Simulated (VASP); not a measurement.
A run of VASP 6.6.1 is set up as follows.

The input POSCAR:

```
Ba2CeCu3O7
1.0
    3.8633615700      0.0000000000      0.0000000000
    0.0000000000      3.9195559500      0.0000000000
    0.0000000000      0.0000000000     11.7747245300
Cu O Ce Ba
3 7 1 2
Direct
    0.0000000000      0.0000000000      0.0000000000
    0.0000000000      0.0000000000      0.3500000000
    0.0000000000      0.0000000000      0.6500000000
    0.0000000000      0.5000000000      0.0000000000
    0.5000000000      0.0000000000      0.3610000000
    0.5000000000      0.0000000000      0.6390000000
    0.0000000000      0.5000000000      0.3570000000
    0.0000000000      0.5000000000      0.6430000000
    0.0000000000      0.0000000000      0.1660000000
    0.0000000000      0.0000000000      0.8340000000
    0.5000000000      0.5000000000      0.5000000000
    0.5000000000      0.5000000000      0.1824000000
    0.5000000000      0.5000000000      0.8176000000
```

INCAR.step1

```
SYSTEM = Ba2CeCu3O7
PREC = Accurate ; ENCUT = 520
ISMEAR = 0 ; SIGMA = 0.0752
LREAL = .FALSE. ; LASPH = .TRUE.
NELM = 100 ; NBANDS = 66
GGA = PE ; ALGO = Normal
EDIFF = 1E-4 ; LWAVE = .TRUE.
LCHARG = .FALSE.
```

Contents of INCAR.step2:

```
SYSTEM = Ba2CeCu3O7
PREC = Accurate ; ENCUT = 520
EDIFF = 1E-7 ; ISMEAR = 0
SIGMA = 0.0752 ; LREAL = .FALSE.
LASPH = .TRUE. ; NELM = 100
ALGO = Normal ; ISIF = 2
LWAVE = .FALSE. ; LCHARG = .FALSE.
METAGGA = R2SCAN ; LMIXTAU = .TRUE.
NBANDS = 66 ; ISTART = 1
```

Contents of KPOINTS:

```
regular mesh
0
G
  5 5 2
  0 0 0
```

Potentials or basis: VASP PAW PBE potentials, release 64 (Cu, O, Ce, Ba_sv).

The run is started by

```console
$ cat potpaw_PBE.64/Cu/POTCAR potpaw_PBE.64/O/POTCAR potpaw_PBE.64/Ce/POTCAR potpaw_PBE.64/Ba_sv/POTCAR > POTCAR
$ cp INCAR.step1 INCAR
$ mpirun -np 1 vasp_std > vasp.out
$ cp INCAR.step2 INCAR
$ mpirun -np 1 vasp_std > vasp.out
```

(1) What does it give for the pressure?

(2) Estimate the band gap on the k mesh.

(3) Estimate the largest force.

Results:

(1) -2.8 GPa.

(2) zero (an odd number of electrons rules out a gap without spin polarisation).

(3) 2.199 eV/Å.

Caveat: the PAW data sets were made with another functional, which shifts forces and pressure a little; spin-orbit coupling is left out, which moves the levels of the heavy elements; an odd number of electrons without spin polarisation forces a metal; a magnetic or distorted state may lie lower; the run has no spin polarisation, though such a crystal can be magnetic; semilocal functionals describe open f shells poorly, which spoils levels, moments and volumes.
